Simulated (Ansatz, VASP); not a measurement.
**One calculation of ZnO, two programs**

```
Zn O
1.0
     3.27991    0.00000    0.00000
    -1.63996    2.84049    0.00000
     0.00000    0.00000    5.29405
Zn O
2 2
Direct
  0.66667 0.33333 0.50061
  0.33333 0.66667 0.00061
  0.66667 0.33333 0.87970
  0.33333 0.66667 0.37970
```

Alike in both runs: task single point; functional PBE; k mesh 3 × 3 × 2; occupations fermi-dirac, width 0.01 eV; no spin polarisation.

|  | VASP | Ansatz |
| --- | --- | --- |
| version | VASP 6.6.1 | Ansatz 0.2.0 |
| potentials or method | VASP PAW PBE potentials, release 64 (Zn, O), cutoff 600 eV | plane-wave PAW DFT |
| valence electrons in the cell | 36 | 36 |

|  | VASP | Ansatz | Ansatz less VASP |
| --- | --- | --- | --- |
| gap on the k mesh at the Fermi level (eV) | 0.70 | 0.71 | +0.013 |
| rms of the force components (eV/Å) | 0.010 | 0.010 | -0.0004 |

Atom by atom the forces differ by 0.000 eV/Å (rms over components).

The k mesh is coarse, so the values compare programs but aren't converged.
